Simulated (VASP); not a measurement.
A run of VASP 6.6.1 is set up as follows.

File INCAR:

```
SYSTEM = Pb
  PREC = Accurate
  ENCUT = 520
  EDIFF = 1E-6
  ISMEAR = 1
  SIGMA = 0.05
  LREAL = .False.
  LASPH = .True.
  NELM = 80
  ALGO = Normal
  ISIF = 2
  LWAVE = .False.
  LCHARG = .False.
  GGA = PS
  NBANDS = 13
```

The input KPOINTS:

```
regular mesh
0
Gamma
  7 7 7
  0 0 0
```

File POSCAR:

```
Pb
1.0
   -0.0069630000      2.4696840000      2.4484290000
    2.4475870000     -0.0269830000      2.4684490000
    2.4538240000      2.4959410000     -0.0332200000
Pb
1
Direct
   -0.0123650000      0.0070870000      0.0165600000
```

Potentials or basis: VASP PAW PBE potentials, release 64 (Pb_d).

Run with:

```console
$ cat potpaw_PBE.64/Pb_d/POTCAR > POTCAR
$ mpirun -np 1 vasp_std > vasp.out
```

**Question.** Estimate the pressure.

**Answer.** -0.1 GPa.

**Question.** Predict the band gap on the k mesh.

**Answer.** Zero (band 7 reaches 14.28 eV, above the bottom of band 8 at 5.63 eV).

Stress tensor (GPa, compression positive):
```
-0.15 -0.09  0.06
-0.09 -0.26  0.55
 0.06  0.55  0.24
```

Caveat: the PAW data sets were made with another functional, which shifts forces and pressure a little; spin-orbit coupling is left out, which moves the levels of the heavy elements.
